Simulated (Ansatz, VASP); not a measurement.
## Two plane-wave programs on EuS

```
Eu S
1.0
     0.00000    2.96204    2.96204
     2.96204    0.00000    2.96204
     2.96204    2.96204    0.00000
Eu S
1 1
Direct
  0.00000 0.00000 0.00000
  0.50000 0.50000 0.50000
```

Alike in both runs: task single point; functional PBE; k mesh 10 × 10 × 10; occupations gaussian, width 0.05 eV; collinear spin.

```csv
,VASP,Ansatz
version,VASP 6.6.1,Ansatz 0.2.0
potentials or method,"VASP PAW PBE potentials, release 64 (Eu, S), cutoff 600 eV","scalar-relativistic, plane waves, PAW"
valence electrons in the cell,23,23
```

```csv
,VASP,Ansatz,Ansatz less VASP
gap on the k mesh at the Fermi level (eV),none,none,-
pressure (GPa),-2.1,-1.8,+0.28
net moment per atom (μB),3.49,3.49,+0.001
size of the moment on the site where the two differ most (μB),6.59,6.75,+0.166
```

Site moments also hang on the region over which each program counts them. A gap of «none» marks a metal or a gap that the smearing closes. The functional is the same, so the differences come from potentials, cutoffs and numerics. Ansatz's warnings: given moment on shells.

Neither program's run includes spin-orbit coupling.
